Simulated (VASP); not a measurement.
A run of VASP 6.6.1:

File INCAR:

```
PREC = Accurate ; ENCUT = 520
EDIFF = 1E-7 ; ISMEAR = 0
SIGMA = 0.05 ; LREAL = False
LASPH = True ; NELM = 60
ALGO = Normal ; ISIF = 2
LWAVE = False ; LCHARG = False
GGA = PS ; NBANDS = 16
```

The input KPOINTS:

```
Automatic mesh
0
Gamma
  6 6 4
```

The input POSCAR:

```
MgS
1.0
    4.3573921994      0.0000000000      0.0000000000
   -2.1786960997      3.7736123389      0.0000000000
    0.0000000000      0.0000000000      6.1750024128
Mg S
2 2
Direct
    0.6666666667      0.3333333333      0.4957548500
    0.3333333333      0.6666666667      0.9957548500
    0.3333333333      0.6666666667      0.3792441500
    0.6666666667      0.3333333333      0.8792441500
```

Potentials or basis: VASP PAW PBE potentials, release 64 (Mg, S).

Command:

```bash
$ cat potpaw_PBE.64/Mg/POTCAR potpaw_PBE.64/S/POTCAR > POTCAR
$ mpirun -np 1 vasp_std > vasp.out
```

Hardware: 1 thread of Intel Xeon 6975P-C (shared host).

Task: Estimate the wall time of this run.

Result: Run time: 28 s on 1 thread of Intel Xeon 6975P-C (shared host), peak memory 0.22 GiB. Counts: scf iterations 15, k points 21.
